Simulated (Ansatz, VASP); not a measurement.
## One calculation of PtSe, two programs

```
Pt Se
1.0
     0.00000    3.03745    3.03745
     3.03745    0.00000    3.03745
     3.03745    3.03745    0.00000
Pt Se
1 1
Direct
  0.00000 0.00000 0.00000
  0.25000 0.25000 0.25000
```

Alike in both runs: task relaxation of cell and atoms; functional HSE06; k mesh 4 × 4 × 4; occupations fermi-dirac, width 0.05 eV; no spin polarisation.

|  | VASP | Ansatz |
| --- | --- | --- |
| version | VASP 6.6.1 | Ansatz 0.2.0 |
| potentials or method | VASP PAW PBE potentials, release 64 (Pt, Se) | Ansatz PAW |
| plane-wave cutoff (eV) | 600 | 420 |
| valence electrons in the cell | 16 | 34 |

```csv
,VASP,Ansatz,Ansatz less VASP
"gap on the k mesh at the Fermi level, each at its own relaxed structure (eV)",none,none,-
relaxed volume (Å³/atom),22.23,22.25,+0.017
relaxed length of the cell vector where the two differ most in proportion (Å),3.976,3.977,+0.0010
```

A gap of «none» marks a metal or a gap that the smearing closes. VASP's potentials hold 16 valence electrons a cell and Ansatz's 34, so a difference there can come from the potentials and not from the codes.

The k mesh is coarse, so the values compare programs but aren't converged. Neither program's run includes spin-orbit coupling. Noted on VASP's run: the volume moved by over 15 % at a fixed basis, so the end points are rough. Noted on Ansatz's run: the volume moved by over 15 % at a fixed basis, so the end points are rough; the plane-wave basis is chosen anew once the cell has moved, so the energies of steps on either side of that aren't comparable.
